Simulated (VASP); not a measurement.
# Te (P3_121) in VASP: a series of runs

The runs below take Te through single point, relaxation of cell and atoms, with PBE.

Program: VASP 6.6.1. These are calculated values, not measurements. Logs are shortened: lines on timing, memory, paths and dates and some standing lists are left out, and cuts for length are marked.

**1. The cell of the first run**

The structure is trigonal, space group P3_121 (No. 152). Conventional cell: a = 4.524 Å, b = 4.524 Å, c = 5.948 Å, α = 90.00°, β = 90.00°, γ = 120.00°. Te (site symmetry 2) has 6 Te at 2.89 to 3.51 Å within 3.8 Å.

**2. Single point, PBE**

INCAR reads:

```
SYSTEM = Te
ALGO = Normal
EDIFF = 1E-7
ENCUT = 520
GGA = PE
ISIF = 2
ISMEAR = 0
LASPH = .True.
LCHARG = .False.
LREAL = .False.
LWAVE = .False.
NBANDS = 16
NELM = 80
PREC = Accurate
SIGMA = 0.05
```

KPOINTS reads:

```
k-points
0
Gamma
  10 10 8
  0 0 0
```

POSCAR reads:

```
Te
1.0
    4.5238022604      0.0000000000      0.0000000000
   -2.2619011302      3.9177276792      0.0000000000
    0.0000000000      0.0000000000      5.9483783223
Te
3
Direct
    0.2681958980      0.0000000000      0.8333333333
    0.0000000000      0.2681958980      0.1666666667
    0.7318041020      0.7318041020      0.5000000000
```

Potentials or basis: VASP PAW PBE potentials, release 64 (Te).

On the command line:

```bash
cat potpaw_PBE.64/Te/POTCAR > POTCAR
mpirun -np 1 vasp_std > vasp.out
```

OUTCAR:

```text
SYSTEM = Te
   EDIFF = 1E-7
   ENCUT = 520
   GGA = PE
   ISIF = 2
   ISMEAR = 0
   LASPH = .True.
   LREAL = .False.
   NELM = 80
   PREC = Accurate

 ion  position               nearest neighbor table
   1  0.268  0.000  0.833-   3 2.89   2 2.89   3 3.51   3 3.51   2 3.51   2 3.51
   2  0.000  0.268  0.167-   3 2.89   1 2.89   3 3.51   3 3.51   1 3.51   1 3.51
   3  0.732  0.732  0.500-   2 2.89   1 2.89   1 3.51   2 3.51   2 3.51   1 3.51

  LATTYP: Found a hexagonal cell.
 ALAT       =     4.5238022604
 C/A-ratio  =     1.3149067930

  Lattice vectors:

 A1 = (   4.5238022604,   0.0000000000,   0.0000000000)
 A2 = (  -2.2619011302,   3.9177276792,   0.0000000000)
 A3 = (   0.0000000000,   0.0000000000,   5.9483783223)

Analysis of symmetry for initial positions (statically):
=====================================================================
 Subroutine PRICEL returns:
 Original cell was already a primitive cell.

 Routine SETGRP: Setting up the symmetry group for a
 hexagonal supercell.

 Subroutine GETGRP returns: Found  6 space group operations
 (whereof  2 operations were pure point group operations)
 out of a pool of 24 trial point group operations.

The static configuration has the point symmetry C_2 .
 The point group associated with its full space group is D_3 .

Analysis of symmetry for dynamics (positions and initial velocities):
=====================================================================
 Subroutine PRICEL returns:
 Original cell was already a primitive cell.

 Routine SETGRP: Setting up the symmetry group for a
 hexagonal supercell.

 Subroutine GETGRP returns: Found  6 space group operations
 (whereof  2 operations were pure point group operations)
 out of a pool of 24 trial point group operations.

The dynamic configuration has the point symmetry C_2 .
 The point group associated with its full space group is D_3 .

 Subroutine INISYM returns: Found  6 space group operations
 (whereof  2 operations are pure point group operations),
 and found     1 'primitive' translations

----------------------------------------------------------------------------------------

                                     Primitive cell

  volume of cell :     105.4233

  direct lattice vectors                    reciprocal lattice vectors
     4.523802260  0.000000000  0.000000000     0.221052987  0.127625001  0.000000000
    -2.261901130  3.917727679  0.000000000     0.000000000  0.255250003  0.000000000
     0.000000000  0.000000000  5.948378322     0.000000000  0.000000000  0.168113046

  length of vectors
     4.523802260  4.523802260  5.948378322     0.255250003  0.255250003  0.168113046

  position of ions in fractional coordinates (direct lattice)
     0.268195898  0.000000000  0.833333333
     0.000000000  0.268195898  0.166666667
     0.731804102  0.731804102  0.500000000

  ion indices of the primitive-cell ions
   primitive index   ion index
                 1           1
                 2           2
                 3           3

----------------------------------------------------------------------------------------

 KPOINTS: k-points

Automatic generation of k-mesh.
 Grid dimensions read from file:
 generate k-points for:   10   10    8

 Generating k-lattice:

  Cartesian coordinates                     Fractional coordinates (reciprocal lattice)
     0.022105299  0.012762500  0.000000000     0.100000000 -0.000000000  0.000000000
     0.000000000  0.025525000  0.000000000     0.000000000  0.100000000  0.000000000
     0.000000000  0.000000000  0.021014131     0.000000000  0.000000000  0.125000000

  Length of vectors
     0.025525000  0.025525000  0.021014131

  Shift w.r.t. Gamma in fractional coordinates (k-lattice)
     0.000000000  0.000000000  0.000000000

 Subroutine IBZKPT returns following result:
 ===========================================

 Found     94 irreducible k-points:

 Following reciprocal coordinates:
            Coordinates               Weight
  0.000000  0.000000  0.000000      1.000000
  0.100000 -0.000000  0.000000      6.000000
  0.200000 -0.000000  0.000000      6.000000
  0.300000  0.000000  0.000000      6.000000
  0.400000  0.000000  0.000000      6.000000
  0.500000  0.000000  0.000000      3.000000
[... 16 lines left out ...]
  0.000000  0.400000  0.125000      6.000000
  0.500000  0.000000  0.125000      6.000000
 [... further k-points ...]
   k-points           NKPTS =     94   k-points in BZ     NKDIM =     94   number of bands    NBANDS=     16
   number of dos      NEDOS =    301   number of ions     NIONS =      3
   total plane-waves  NPLWV =  62208
   dimension x,y,z NGX =    36 NGY =   36 NGZ =   48
   dimension x,y,z NGXF=    72 NGYF=   72 NGZF=   96
   ions per type =               3
   NGX,Y,Z   is equivalent  to a cutoff of  13.23, 13.23, 13.42 a.u.
   NGXF,Y,Z  is equivalent  to a cutoff of  26.46, 26.46, 26.83 a.u.
 SYSTEM =  Te
   PREC   = accura    normal or accurate (medium, high low for compatibility)
   ISTART =      0    job   : 0-new  1-cont  2-samecut
   ICHARG =      2    charge: 1-file 2-atom 10-const
   ISPIN  =      1    spin polarized calculation?
   LNONCOLLINEAR =      F non collinear calculations
   LSORBIT =      F    spin-orbit coupling
   LASPH  =      T    aspherical Exc in radial PAW
   ENCUT  =  520.0 eV  38.22 Ry    6.18 a.u.   8.41  8.41 11.06*2*pi/ulx,y,z
   NELM   =     80;   NELMIN=  2; NELMDL= -5     # of ELM steps
   EDIFF  = 0.1E-06   stopping-criterion for ELM
   LREAL  =      F    real-space projection
   EDIFFG = 0.1E-05   stopping-criterion for IOM
   NSW    =      0    number of steps for IOM
   IBRION =     -1    ionic relax: 0-MD 1-quasi-New 2-CG
   NFREE  =      0    steps in history (QN), initial steepest desc. (CG)
   ISIF   =      2    stress and relaxation
   ISYM   =      2    0-nonsym 1-usesym 2-fastsym
   POTIM  = 0.5000    time-step for ionic-motion
   TEBEG  =    0.0;   TEEND  =   0.0 temperature during run
   PSTRESS=    0.0 pullay stress
   NELECT =      18.0000    total number of electrons
   NUPDOWN=      -1.0000    fix difference up-down
   EMIN   =  10.00;   EMAX   =-10.00  energy-range for DOS
   EFERMI =   0.00;   METHOD = LEGACY
   ISMEAR =     0;   SIGMA  =   0.05  broadening in eV -4-tet -1-fermi 0-gaus
   EFERMI_NEDOS =   21; number of points for ismear=-14 and -15
   IALGO  =     38    algorithm
   IMIX   =      4    mixing-type and parameters
     AMIX     =   0.40;   BMIX     =  1.00
     AMIX_MAG =   1.60;   BMIX_MAG =  1.00
  volume/ion in A,a.u.               =      35.14       237.14
  Fermi-wavevector in a.u.,A,eV,Ry     =   0.908211  1.716270 11.222733  0.824848
  Thomas-Fermi vector in A             =   2.032111
   LORBIT       =      0    0 simple, 1 ext, 2 COOP (PROOUT), +10 PAW based schemes
   GGA     = PE    functional components
   LHFCALC =     F    Hartree Fock is set to
   AEXX    =    0.0000 exact exchange contribution
   IVDW    =     0    specifies the selected vdW correction
   LEPSILON=     F    determine dielectric tensor
   LRPA    =     F    only Hartree local field effects (RPA)
 non-spin polarized calculation
 Gauss-broadening in eV      SIGMA  =   0.05
  energy-cutoff  :      520.00
  volume of cell :      105.42
 maximum number of plane-waves:      2902
 NGX is ok and might be reduce to    36
   NGX = 17   NGY = 17   NGZ = 23

 number of electron      17.9999999 magnetization

 Free energy of the ion-electron system (eV)
  ---------------------------------------------------
  ext. energy  EPLUGINS =         0.00000000
  ---------------------------------------------------
  free energy    TOTEN  =        -9.43203501 eV

  energy without entropy =       -9.43203501  energy(sigma->0) =       -9.43203501

 E-fermi :   5.6831     XC(G=0):  -8.9151

 val. band max:        5.4589016462   @ k =   0.4000   0.2000   0.5000
 cond. band min:       5.9848284078   @ k =   0.0000   0.0000   0.5000
 fundamental gap:      0.5259267616
 Fermi energy:         5.6830506092

 k-point     1 :       0.0000    0.0000    0.0000
  band No.  band energies     occupation
      1      -7.8575      2.00000
      2      -4.6896      2.00000
      3      -4.6896      2.00000
      4       2.5300      2.00000
      5       2.7936      2.00000
      6       2.7936      2.00000
[... 8 lines left out ...]
     15      11.4002      0.00000
     16      11.8321      0.00000

 k-point     2 :       0.1000   -0.0000    0.0000
  band No.  band energies     occupation
      1      -7.7940      2.00000
      2      -4.7125      2.00000
      3      -4.6755      2.00000
      4       2.0366      2.00000
      5       2.4622      2.00000
      6       2.6761      2.00000
[... 8 lines left out ...]
     15      11.5814      0.00000
     16      11.8528      0.00000

 k-point     3 :       0.2000   -0.0000    0.0000
  band No.  band energies     occupation
      1      -7.6106      2.00000
      2      -4.8038      2.00000
      3      -4.6358      2.00000
      4       1.3543      2.00000
      5       1.9877      2.00000
      6       2.3853      2.00000
[... 8 lines left out ...]
     15      11.7561      0.00000
     16      12.2940      0.00000

 k-point     4 :       0.3000    0.0000    0.0000
  band No.  band energies     occupation
      1      -7.3343      2.00000
      2      -4.9988      2.00000
      3      -4.5818      2.00000
      4       0.9558      2.00000
      5       1.5844      2.00000
      6       2.1105      2.00000
[... 8 lines left out ...]
     15      12.2809      0.00000
     16      13.0851      0.00000
[... 324 lines left out ...]
 k-point    22 :       0.4000    0.0000    0.1250
  band No.  band energies     occupation
      1      -7.0012      2.00000
      2      -5.3066      2.00000
      3      -4.5673      2.00000
      4       1.0694      2.00000
      5       1.3641      2.00000
      6       2.1824      2.00000
[... 8 lines left out ...]
     15      12.9499      0.00000
     16      13.1395      0.00000

 k-point    23 :       0.0000    0.4000    0.1250
  band No.  band energies     occupation
      1      -6.9835      2.00000
      2      -5.4646      2.00000
      3      -4.3594      2.00000
      4       0.6759      2.00000
      5       1.1405      2.00000
      6       1.9809      2.00000
[... 8 lines left out ...]
     15      13.3950      0.00000
     16      13.7108      0.00000

 k-point    24 :       0.5000    0.0000    0.1250
  band No.  band energies     occupation
      1      -6.8462      2.00000
      2      -5.4799      2.00000
      3      -4.4933      2.00000
      4       0.9015      2.00000
      5       1.0581      2.00000
      6       1.9705      2.00000
[... 8 lines left out ...]
     15      13.7308      0.00000
     16      14.1786      0.00000

 [... further k-points ...]

------------------------ aborting loop because EDIFF is reached ----------------------------------------

  FORCE on cell =-STRESS in cart. coord.  units (eV):
  Direction    XX          YY          ZZ          XY          YZ          ZX
  --------------------------------------------------------------------------------------
  -------------------------------------------------------------------------------------
  Total       -0.0141749     -0.0141749      0.0243161     -0.0000000      0.0000000      0.0000000
  in kB       -0.2154236     -0.2154236      0.3695456     -0.0000000      0.0000000      0.0000000
  external PRESSURE =      -0.0204339 kB  Pullay stress =       0.0000000 kB

 VOLUME and BASIS-vectors are now :
 -----------------------------------------------------------------------------
  energy-cutoff  :      520.00
  volume of cell :      105.42
      direct lattice vectors                 reciprocal lattice vectors
     4.523802260  0.000000000  0.000000000     0.221052987  0.127625001  0.000000000
    -2.261901130  3.917727679  0.000000000     0.000000000  0.255250003  0.000000000
     0.000000000  0.000000000  5.948378322     0.000000000  0.000000000  0.168113046

 POSITION                                       TOTAL-FORCE (eV/Angst)
 -----------------------------------------------------------------------------------
      1.21327      0.00000      4.95698         0.005901      0.000000      0.000000
     -0.60663      1.05072      0.99140        -0.002950      0.005110     -0.000000
      1.65527      2.86701      2.97419        -0.002950     -0.005110      0.000000
 -----------------------------------------------------------------------------------
    total drift:                               -0.000000      0.000000      0.000000

  FREE ENERGIE OF THE ION-ELECTRON SYSTEM (eV)
  ---------------------------------------------------
  free  energy   TOTEN  =        -9.4320350060 eV

  energy  without entropy=       -9.4320350060  energy(sigma->0) =       -9.43203501
```

Run time: 66 s. Hardware: 1 thread of AMD EPYC 9R45 (Zen 5), shared host; peak memory 0.28 GiB.

What came out:

* Free energy: -9.4320 eV
* Pressure: 0.0 GPa
* Largest force: 0.006 eV/Å
* Band gap on the k mesh: 0.53 eV (least direct gap 0.64 eV)

Forces on the atoms (eV/Å):
```
Te   0.006  0.000  0.000
Te  -0.003  0.005  0.000
Te  -0.003 -0.005  0.000
```

Levels at points of the mesh, in eV from the valence-band top:
```
           k point  band 7  band 8  band 9  band 10  band 11  band 12
(0.00, 0.00, 0.00)   -1.56   -1.56   -0.75     1.05     1.05     1.60
(0.50, 0.00, 0.00)   -3.27   -0.93   -0.73     0.92     0.98     3.15
(0.00, 0.00, 0.50)   -1.21   -0.96   -0.96     0.53     0.53     0.56
(0.50, 0.00, 0.50)   -2.28   -1.94   -0.10     0.86     1.99     2.53
```

Caveat: spin-orbit coupling is left out, which moves the levels of the heavy elements. A k mesh can miss the band edges.

**3. Single point, PBE**

INCAR reads:

```
  PREC = Accurate
  ENCUT = 520
  EDIFF = 1E-6
  ISMEAR = 0
  SIGMA = 0.05
  LREAL = F
  LASPH = T
  NELM = 100
  ALGO = Normal
  ISIF = 2
  LWAVE = F
  LCHARG = T
  GGA = PE
  LELF = T
  LVHAR = T
  NBANDS = 16
```

KPOINTS reads:

```
Automatic mesh
0
Gamma
  10 10 8
```

POSCAR is that of step 2.

Potentials or basis: VASP PAW PBE potentials, release 64 (Te).

On the command line:

```bash
cat potpaw_PBE.64/Te/POTCAR > POTCAR
mpirun -np 1 vasp_std > vasp.out
```

Run time: 60 s. Hardware: 1 thread of AMD EPYC 9R45 (Zen 5), shared host; peak memory 0.28 GiB.

The run converged. Its results:

```yaml
Free_energy: -9.4320 eV
Pressure: 0.0 GPa
Largest_force: 0.006 eV/Å
Band_gap_on_the_k_mesh: 0.53 eV (least direct gap 0.64 eV)
```

Forces in eV/Å, atoms in the order of the input:
```
Te   0.006  0.000  0.000
Te  -0.003  0.005  0.000
Te  -0.003 -0.005  0.000
```

Levels at points of the mesh, in eV from the valence-band top:
| k point | band 6 | band 7 | band 8 | band 9 | band 10 | band 11 | band 12 | band 13 |
| --- | --- | --- | --- | --- | --- | --- | --- | --- |
| (0.00, 0.00, 0.00) | -2.67 | -1.56 | -1.56 | -0.75 | 1.05 | 1.05 | 1.60 | 5.10 |
| (0.50, 0.00, 0.00) | -3.39 | -3.27 | -0.93 | -0.73 | 0.92 | 0.98 | 3.15 | 3.64 |
| (0.00, 0.00, 0.50) | -2.54 | -1.21 | -0.96 | -0.96 | 0.53 | 0.53 | 0.56 | 4.22 |
| (0.50, 0.00, 0.50) | -3.46 | -2.28 | -1.94 | -0.10 | 0.86 | 1.99 | 2.53 | 4.70 |

Caveat: spin-orbit coupling is left out, which moves the levels of the heavy elements. A k mesh can miss the band edges.

**4. Relaxation of cell and atoms, PBE**

This run uses another cell than the first one, of 33.97 Å³/atom.

INCAR reads:

```
SYSTEM = Te
ALGO = Normal ; EDIFF = 1E-7
EDIFFG = -0.01 ; ENCUT = 600
GGA = PE ; IBRION = 2
ISIF = 3 ; ISMEAR = 0
LASPH = .True. ; LCHARG = .False.
LREAL = .False. ; LWAVE = .False.
NELM = 60 ; NSW = 80
PREC = Accurate ; SIGMA = 0.05
```

KPOINTS reads:

```
k-points
0
Gamma
  10 10 8
  0 0 0
```

POSCAR reads:

```
Te
1.0
    4.6986824466      0.0000000000      0.0000000000
   -2.3493412233      4.0691783631      0.0000000000
    0.0000000000      0.0000000000      5.3308124611
Te
3
Direct
    0.2254000000      0.0000000000      0.8333333333
    0.0000000000      0.2254000000      0.1666666667
    0.7746000000      0.7746000000      0.5000000000
```

On the command line:

```bash
cat potpaw_PBE.64/Te/POTCAR > POTCAR
mpirun -np 1 vasp_std > vasp.out
```

Run time: 20 min. Hardware: 1 thread of AMD EPYC 9R45 (Zen 5), shared host; peak memory 0.34 GiB.

Results (log left out):

```
Free energy                           : -9.4320 eV
Relaxed volume                        : 34.99 Å³/atom
Relaxed cell                          : a = 4.512 Å, b = 4.512 Å, c = 5.954 Å, α = 90.00°, β = 90.00°, γ = 120.00°
Space group after relaxing (to 0.1 Å) : P3_121 (No. 152)
Energy gained by relaxing             : 389.1 meV/atom
Ionic steps                           : 34
Pressure after relaxing               : 0.0 GPa
Largest force after relaxing          : 0.010 eV/Å
Band gap on the k mesh                : 0.51 eV (least direct gap 0.63 eV)
```

Forces on the atoms (eV/Å):
```
Te  -0.010  0.000  0.000
Te   0.005 -0.008  0.000
Te   0.005  0.008  0.000
```

Step by step:
| step | energy change (eV) | largest force (eV/Å) | pressure (GPa) | volume (Å³) |
| --- | --- | --- | --- | --- |
| 1 | 0.0000 | 3.5964 | 14.22 | 101.92 |
| 2 | 0.0621 | 1.2612 | -6.33 | 152.84 |
| 3 | -1.0833 | 0.0351 | -1.04 | 121.87 |
| 4 | -1.0883 | 0.0678 | -0.60 | 120.77 |
| 5 | -1.0891 | 0.1329 | -0.32 | 120.11 |
| 6 | -1.0970 | 0.1485 | -0.26 | 118.94 |
| 7 | -1.1184 | 0.1968 | -0.01 | 115.46 |
| 8 | -1.1439 | 0.2940 | 0.78 | 108.55 |
| 9 | -1.1437 | 0.3342 | 1.33 | 105.27 |
| 10 | -1.1468 | 0.3079 | 1.22 | 105.08 |
| 11 | -1.1535 | 0.2350 | 0.93 | 104.50 |
| 12 | -1.1551 | 0.1132 | 0.44 | 103.32 |
| 13 | -1.1562 | 0.1554 | 0.61 | 103.76 |
| 14 | -1.1582 | 0.1400 | 0.48 | 104.18 |
| 15 | -1.1622 | 0.0936 | 0.10 | 105.45 |
| 16 | -1.1619 | 0.0003 | -0.58 | 108.00 |
| 17 | -1.1634 | 0.0500 | -0.23 | 106.66 |
| 18 | -1.1643 | 0.0522 | -0.17 | 106.59 |
| 19 | -1.1656 | 0.0584 | -0.02 | 106.43 |
| 20 | -1.1645 | 0.0714 | 0.29 | 106.10 |
| 21 | -1.1658 | 0.0618 | 0.07 | 106.34 |
| 22 | -1.1661 | 0.0429 | -0.02 | 106.46 |
| 23 | -1.1662 | 0.0071 | -0.19 | 106.70 |
| 24 | -1.1662 | 0.0200 | -0.13 | 106.62 |
| 25 | -1.1665 | 0.0184 | -0.08 | 106.35 |
| 26 | -1.1668 | 0.0153 | 0.04 | 105.76 |
| 27 | -1.1671 | 0.0012 | -0.03 | 105.65 |
| 28 | -1.1672 | 0.0158 | -0.09 | 105.55 |
| 29 | -1.1674 | 0.0067 | 0.02 | 105.05 |
| 30 | -1.1674 | 0.0056 | 0.03 | 104.99 |
| 31 | -1.1674 | 0.0035 | 0.06 | 104.87 |
| 32 | -1.1674 | 0.0053 | 0.04 | 104.97 |
| 33 | -1.1674 | 0.0101 | -0.01 | 104.98 |
| 34 | -1.1674 | 0.0097 | -0.01 | 104.98 |

Final structure:
```
Te
1.0
     4.51212    0.00000    0.00000
    -2.25606    3.90761    0.00000
     0.00000    0.00000    5.95404
Te
3
Cartesian
  1.2165 0.0000 4.9617
  -0.6083 1.0535 0.9923
  1.6478 2.8541 2.9770
```

Levels at points of the mesh, in eV from the valence-band top:
```
           k point  band 5  band 6  band 7  band 8  band 9  band 10  band 11  band 12  band 13
(0.00, 0.00, 0.00)   -2.64   -2.64   -1.56   -1.56   -0.76     1.05     1.05     1.61     5.10
(0.50, 0.00, 0.00)   -4.18   -3.41   -3.30   -0.91   -0.72     0.90     0.95     3.12     3.64
(0.00, 0.00, 0.50)   -2.54   -2.54   -1.20   -0.94   -0.94     0.51     0.51     0.54     4.21
(0.50, 0.00, 0.50)   -3.48   -3.46   -2.30   -1.96   -0.10     0.84     1.99     2.54     4.68
```

Caveat: spin-orbit coupling is left out, which moves the levels of the heavy elements.
